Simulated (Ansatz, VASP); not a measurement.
BI: VASP beside Ansatz

```xyz
4
Lattice="5.2287 0.0000 0.0000 0.0000 5.2287 0.0000 0.0000 0.0000 4.5837" Properties=species:S:1:pos:R:3 pbc="T T T"
B     0.0000    2.6143    0.4343
B     2.6143    0.0000    4.1494
I     0.0000    0.0000    0.0000
I     2.6143    2.6143    0.0000
```

Alike in both runs: functional PBE; k mesh 6 × 6 × 6; occupations gaussian, width 0.02 eV; no spin polarisation.

Ansatz relaxed the structure, and its values are those at the end. VASP's run is a single point on that final structure, the one shown.

|  | VASP | Ansatz |
| --- | --- | --- |
| version | VASP 6.6.1 | Ansatz 0.2.0 |
| potentials or method | VASP PAW PBE potentials, release 64 (B, I), cutoff 520 eV | scalar-relativistic, plane waves, PAW |
| valence electrons in the cell | 20 | 40 |

Ansatz gave:

* gap on the k mesh at the Fermi level (eV): 0.20
* least direct gap on the mesh (eV): 0.84
* pressure (GPa): 0.0

Q: What did VASP give for the same quantities?

A: gap on the k mesh at the Fermi level (eV): 0.19; least direct gap on the mesh (eV): 0.84; pressure (GPa): 0.0.

VASP's potentials hold 20 valence electrons a cell and Ansatz's 40, so a difference there can come from the potentials and not from the codes.

Neither program's run includes spin-orbit coupling.
